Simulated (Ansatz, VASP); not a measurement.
# One calculation of V2SiN2, two programs

```xyz
5
Lattice="1.9481 -5.5819 0.0000 1.9481 5.5819 0.0000 0.0000 0.0000 2.7972" Properties=species:S:1:pos:R:3 pbc="T T T"
V     1.9481   -1.9043    0.0000
V     1.9481    1.9043    0.0000
Si    0.0000    0.0000    0.0000
N     1.9481   -3.7492    0.0000
N     1.9481    3.7492    0.0000
```

Alike in both runs: functional PBE; k mesh 6 × 6 × 6; occupations gaussian, width 0.1 eV; no spin polarisation.

Ansatz relaxed the structure, and its values are those at the end. VASP's run is a single point on that final structure, the one shown.

|  | VASP | Ansatz |
| --- | --- | --- |
| version | VASP 6.6.1 | Ansatz 0.2.0 |
| potentials or method | VASP PAW PBE potentials, release 64 (V_sv, Si, N), cutoff 520 eV | scalar-relativistic, plane waves, PAW |
| valence electrons in the cell | 40 | 40 |

```csv
,VASP,Ansatz,Ansatz less VASP
gap on the k mesh at the Fermi level (eV),none,none,-
pressure (GPa),0.5,0.0,-0.43
rms of the force components (eV/Å),0.034,0.005,-0.0289
```

A gap of «none» marks a metal or a gap that the smearing closes.

The k mesh is coarse, so the values compare programs but aren't converged.
